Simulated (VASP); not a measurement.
A run of VASP 6.6.1 is set up as follows.

File INCAR:

```
SYSTEM = CdF2
PREC     = Accurate       ! precision mode
ENCUT    = 520            ! plane-wave cutoff, eV
EDIFF    = 1E-7           ! SCF threshold, eV
ISMEAR   = 0              ! smearing method
SIGMA    = 0.05           ! smearing width, eV
LREAL    = .False.        ! projectors in reciprocal space
LASPH    = .True.         ! aspherical terms in the spheres
NELM     = 80             ! most SCF steps
ALGO     = Normal         ! electronic algorithm
ISIF     = 2              ! what is computed and relaxed
LWAVE    = .False.        ! write WAVECAR
LCHARG   = .False.        ! write CHGCAR
GGA      = PS             ! functional
NBANDS   = 20             ! bands
```

The input KPOINTS:

```
regular mesh
0
Gamma
  8 8 8
  0 0 0
```

Contents of POSCAR:

```
CdF2
1.0
    0.0000000000      2.7724654276      2.9443582841
    2.7724654276      0.0000000000      2.9443582841
    2.7724654276      2.7724654276      0.0000000000
Cd F
1 2
Direct
    0.0000000000      0.0000000000      0.0000000000
    0.2500000000      0.2500000000      0.2500000000
    0.7500000000      0.7500000000      0.7500000000
```

Potentials or basis: VASP PAW PBE potentials, release 64 (Cd, F).

Run with:

```bash
$ cat potpaw_PBE.64/Cd/POTCAR potpaw_PBE.64/F/POTCAR > POTCAR
$ mpirun -np 1 vasp_std > vasp.out
```

**Question.** What does it give for the band gap on the k mesh?

**Answer.** 2.31 eV, indirect (least direct gap 2.91 eV).

**Question.** Predict the pressure.

**Answer.** -11.0 GPa.

Stress tensor (GPa, compression positive):
```
 -9.02   0.00   0.00
  0.00  -9.02   0.00
  0.00   0.00 -14.91
```

Caveat: the PAW data sets were made with another functional, which shifts forces and pressure a little. A k mesh can miss the band edges.
